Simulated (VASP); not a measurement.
A run of VASP 6.6.1:

File INCAR:

```
SYSTEM = MgO
ALGO = Normal ; EDIFF = 1E-6
ENCUT = 600 ; GGA = PE
GGA_COMPAT = .FALSE. ; ISIF = 2
ISMEAR = 0 ; LASPH = .TRUE.
LCHARG = .FALSE. ; LREAL = .FALSE.
LWAVE = .FALSE. ; NBANDS = 11
NELM = 120 ; PREC = Accurate
SIGMA = 0.02
```

KPOINTS

```
k-points
0
G
  6 6 6
  0 0 0
```

POSCAR

```
MgO
1.0
    0.0000000000      2.1050000000      2.1050000000
    2.1050000000      0.0000000000      2.1050000000
    2.1050000000      2.1050000000      0.0000000000
Mg O
1 1
Direct
    0.0000000000      0.0000000000      0.0000000000
    0.5000000000      0.5000000000      0.5000000000
```

Potentials or basis: VASP PAW PBE potentials, release 64 (Mg, O).

Launch:

```bash
$ cat potpaw_PBE.64/Mg/POTCAR potpaw_PBE.64/O/POTCAR > POTCAR
$ mpirun -np 1 vasp_std > vasp.out
```

Hardware: 1 thread of AMD EPYC 7R13 (shared host).

Task: How long does it take, and how much memory?

Result: Run time: 13 s on 1 thread of AMD EPYC 7R13 (shared host), peak memory 0.11 GiB. Counts: scf iterations 12, k points 16.
